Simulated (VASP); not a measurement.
Hf3N2, 5 atoms in the cell. It takes space group R-3m (No. 166, trigonal). The conventional cell has a = 3.199 Å, b = 3.199 Å, c = 23.265 Å, α = 90.00°, β = 90.00°, γ = 120.00°. Within 3.0 Å of Hf (site symmetry 3m) lie 3 N at 2.29 Å. Within 3.0 Å of Hf (site symmetry -3m) lie 6 N at 2.24 Å. N (site symmetry 3m) has 6 Hf at 2.24 to 2.29 Å within 3.0 Å. 

```yaml
Program: VASP 6.6.1
Task: single point
Functional: PBEsol
Potentials_or_basis: VASP PAW PBE potentials, release 64 (Hf_pv, N)
Cutoff: 520 eV
k_mesh: 12 × 12 × 12
Occupations: methfessel-paxton, width 0.01 eV
Spin: no spin polarisation
Dipole_correction: no
Further_INCAR_settings: ALGO = Normal; EDIFF = 1e-06; NBANDS = 28
```

Potentials or basis: VASP PAW PBE potentials, release 64 (Hf_pv, N).

Command:

```bash
$ cat potpaw_PBE.64/Hf_pv/POTCAR potpaw_PBE.64/N/POTCAR > POTCAR
$ mpirun -np 1 vasp_std > vasp.out
```

Hardware: 1 thread of Intel(R) Xeon(R) 6975P-C (Granite Rapids) (shared host).

Task: How long does it take, and how much memory?

Result: It took 13 min on 1 thread of Intel(R) Xeon(R) 6975P-C (Granite Rapids), on a shared host, peak memory 0.67 GiB. Counts: scf iterations 15, k points 189.
